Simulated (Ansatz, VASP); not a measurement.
**One calculation of Nb, two programs**

File INCAR:

```
PREC = Accurate ; ENCUT = 520
EDIFF = 1E-7 ; ISMEAR = -1
SIGMA = 0.1 ; LREAL = False
LASPH = True ; NELM = 80
ALGO = Normal ; ISIF = 2
LWAVE = False ; LCHARG = False
GGA = RE ; NBANDS = 12
```

KPOINTS

```
Automatic mesh
0
Gamma
  22 22 22
```

The input POSCAR:

```
Nb
1.0
   -1.6834681850      1.6834681850      1.6834681850
    1.6834681850     -1.6834681850      1.6834681850
    1.6834681850      1.6834681850     -1.6834681850
Nb
1
Direct
    0.0000000000      0.0000000000      0.0000000000
```

Input for Ansatz:

```yaml
crystal:
  lattice:
    - [-1.6834681855, 1.6834681855, 1.6834681855]
    - [1.6834681855, -1.6834681855, 1.6834681855]
    - [1.6834681855, 1.6834681855, -1.6834681855]
  atoms:
    - { symbol: Nb, position: [0.0, 0.0, 0.0] }
hamiltonian:
  xc: revpbe
  pseudopotentials:
    kind: paw
    azcp:
      Nb: "pseudopotentials/Nb.paw.azcp"
basis:
  ecutwfc: 420
  fft_grid_basis: typed
kpoints:
  mp_grid: { grid: [22, 22, 22], shift: [0, 0, 0] }
magnetization:
  spin_polarized: false
scf:
  occupations: { method: fermi_dirac, width: 0.1 }
output:
  stress: true
```

Alike in both runs: task single point; functional revPBE; k mesh 22 × 22 × 22; occupations fermi-dirac, width 0.1 eV; no spin polarisation.

|  | VASP | Ansatz |
| --- | --- | --- |
| version | VASP 6.6.1 | Ansatz 0.2.0 |
| potentials or method | VASP PAW PBE potentials, release 64 (Nb_sv), cutoff 520 eV | plane waves (420 eV) with PAW, scalar-relativistic |
| valence electrons in the cell | 13 | 13 |

VASP gave:

- pressure (GPa): -6.0

Problem. What did Ansatz give for the same quantities?

Solution. Pressure (GPa): -5.7.

VASP's potentials were made for PBE, not for revPBE.
